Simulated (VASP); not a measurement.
Here is a VASP 6.6.1 calculation.

Contents of POSCAR:

```
C
1.0
    5.8672294999      0.0000000001      0.0000000000
   -2.9336147500      5.0811697967      0.0000000000
    0.0000000000      0.0000000000      1.2589929199
C
3
Direct
    0.0000000000      1.0000000000      0.0000000000
    0.3333333333      0.6666666667      0.5000000000
    0.6666666667      0.3333333333      0.5000000000
```

File INCAR.step1:

```
SYSTEM = C
PREC = Accurate ; ENCUT = 520
ISMEAR = -1 ; SIGMA = 0.1
LREAL = .False. ; LASPH = .True.
NELM = 60 ; NBANDS = 13
GGA = PE ; ALGO = Normal
EDIFF = 1E-4 ; LWAVE = .True.
LCHARG = .False.
```

Contents of INCAR.step2:

```
SYSTEM = C
PREC = Accurate ; ENCUT = 520
EDIFF = 1E-6 ; ISMEAR = -1
SIGMA = 0.1 ; LREAL = .False.
LASPH = .True. ; NELM = 60
ALGO = Normal ; ISIF = 2
LWAVE = .False. ; LCHARG = .False.
METAGGA = R2SCAN ; LMIXTAU = .True.
NBANDS = 13 ; ISTART = 1
```

File KPOINTS:

```
Automatic mesh
0
Gamma
  7 7 27
  0 0 0
```

Potentials or basis: VASP PAW PBE potentials, release 64 (C).

Command:

```console
$ cat potpaw_PBE.64/C/POTCAR > POTCAR
$ cp INCAR.step1 INCAR
$ mpirun -np 1 vasp_std > vasp.out
$ cp INCAR.step2 INCAR
$ mpirun -np 1 vasp_std > vasp.out
```

**Question.** Estimate the band gap on the k mesh.

**Answer.** Zero (bands 6 and 7 overlap by 17.00 eV).

**Question.** Estimate the pressure.

**Answer.** 8.1 GPa.

Stress tensor (GPa, compression positive):
```
 1.69  0.00  0.00
 0.00  1.69  0.00
 0.00  0.00 20.79
```

Caveat: the cell stands under pressure; the PAW data sets were made with another functional, which shifts forces and pressure a little.
